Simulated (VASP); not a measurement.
**WSe2: single point with PBE+D3(BJ)**

The system is WSe2.

```
CELL_PARAMETERS angstrom
3.29389 0.00000 0.00000
-1.64695 2.85259 0.00000
0.00000 0.00000 13.06170
ATOMIC_POSITIONS crystal
W 0.66667 0.33333 0.24999
W 0.33333 0.66667 0.75001
Se 0.33333 0.66667 0.37879
Se 0.66667 0.33333 0.87881
Se 0.33333 0.66667 0.12119
Se 0.66667 0.33333 0.62121
```

```json
{"Program": "VASP 6.6.1", "Task": "single point", "Functional": "PBE", "Dispersion": "D3(BJ)", "Potentials or basis": "VASP PAW PBE potentials, release 64 (W_sv, Se)", "Cutoff": "520 eV", "k mesh": "9 × 9 × 2", "Occupations": "gaussian, width 0.02 eV", "Spin": "no spin polarisation", "Dipole correction": "no", "Further INCAR settings": "ALGO = Normal; EDIFF = 1e-06; NBANDS = 35"}
```

```yaml
Pressure: -0.9 GPa
Largest_force: 0.047 eV/Å
Band_gap_on_the_k_mesh: 1.09 eV (least direct gap 1.53 eV)
Dispersion_energy_per_atom: -0.461 eV
```

Forces in eV/Å, atoms in the order of the input:
```
W    0.000  0.000  0.000
W    0.000  0.000  0.000
Se   0.000  0.000  0.047
Se   0.000  0.000  0.047
Se   0.000  0.000 -0.047
Se   0.000  0.000 -0.047
```

Stress tensor (GPa, compression positive):
```
-0.98  0.00  0.00
 0.00 -0.98  0.00
 0.00  0.00 -0.85
```

Levels at points of the mesh, in eV from the valence-band top:
| k point | band 22 | band 23 | band 24 | band 25 | band 26 | band 27 | band 28 | band 29 | band 30 | band 31 |
| --- | --- | --- | --- | --- | --- | --- | --- | --- | --- | --- |
| (0.00, 0.00, 0.00) | -1.44 | -1.44 | -1.09 | -1.08 | 0.00 | 2.66 | 2.66 | 2.71 | 2.71 | 2.74 |
| (0.00, 0.00, 0.50) | -1.46 | -1.46 | -1.46 | -0.22 | -0.22 | 2.67 | 2.67 | 2.67 | 2.67 | 2.86 |

Wall time 2.8 min on 1 thread of Intel Xeon 8259CL, on a shared host, peak memory 0.28 GiB.

Caveat: spin-orbit coupling is left out, which moves the levels of the heavy elements. A k mesh can miss the band edges.
